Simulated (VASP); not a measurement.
Set up this calculation in VASP 6.6.1, as the native input.

```
Task                   : single point
Functional             : PBE
Potentials or basis    : VASP PAW PBE potentials, release 64 (Be, Sb, P)
Cutoff                 : 520 eV
k mesh                 : 8 × 8 × 8
Occupations            : gaussian, width 0.1 eV
Spin                   : no spin polarisation
Dipole correction      : no
Further INCAR settings : ALGO = Fast; EDIFF = 1e-06; NBANDS = 21
```

The structure of Be2SbP3 lies in POSCAR:

```
Be2SbP3
1.0
    5.0874525721      0.0000000000      0.0000000000
    0.0000000000      5.0874525721      0.0000000000
    0.0000000000      0.0000000000      4.8690522813
Be Sb P
2 1 3
Direct
    0.0000000000      0.5000000000      0.0000000000
    0.5000000000      0.0000000000      0.0000000000
    0.5000000000      0.5000000000      0.5000000000
    0.0000000000      0.5000000000      0.5000000000
    0.5000000000      0.0000000000      0.5000000000
    0.5000000000      0.5000000000      0.0000000000
```

The cell was generated, and may not be a known phase.

These files were run (other wordings do the same):

INCAR

```
PREC     = Accurate       # precision mode
ENCUT    = 520            # plane-wave cutoff, eV
EDIFF    = 1E-6           # SCF threshold, eV
ISMEAR   = 0              # smearing method
SIGMA    = 0.1            # smearing width, eV
LREAL    = False          # projectors in reciprocal space
LASPH    = True           # aspherical terms in the spheres
NELM     = 100            # most SCF steps
ALGO     = Fast           # electronic algorithm
ISIF     = 2              # what is computed and relaxed
LWAVE    = False          # write WAVECAR
LCHARG   = True           # write CHGCAR
GGA      = PE             # functional
LELF     = True           # ELF
LVHAR    = True         
NBANDS   = 21             # bands
```

KPOINTS

```
Automatic mesh
0
Gamma
  8 8 8
```

Potentials or basis: VASP PAW PBE potentials, release 64 (Be, Sb, P).

Run with:

```console
$ cat potpaw_PBE.64/Be/POTCAR potpaw_PBE.64/Sb/POTCAR potpaw_PBE.64/P/POTCAR > POTCAR
$ mpirun -np 1 vasp_std > vasp.out
```

It gave:

The pressure is 0.2 GPa and the band gap on the k mesh is zero (bands 12 and 13 overlap by 1.64 eV).

Caveat: spin-orbit coupling is left out, which moves the levels of the heavy elements.

It took 3.4 min on 1 thread of Oxide Virtual Turin-like Processor, with other jobs on the host, peak memory 0.32 GiB.
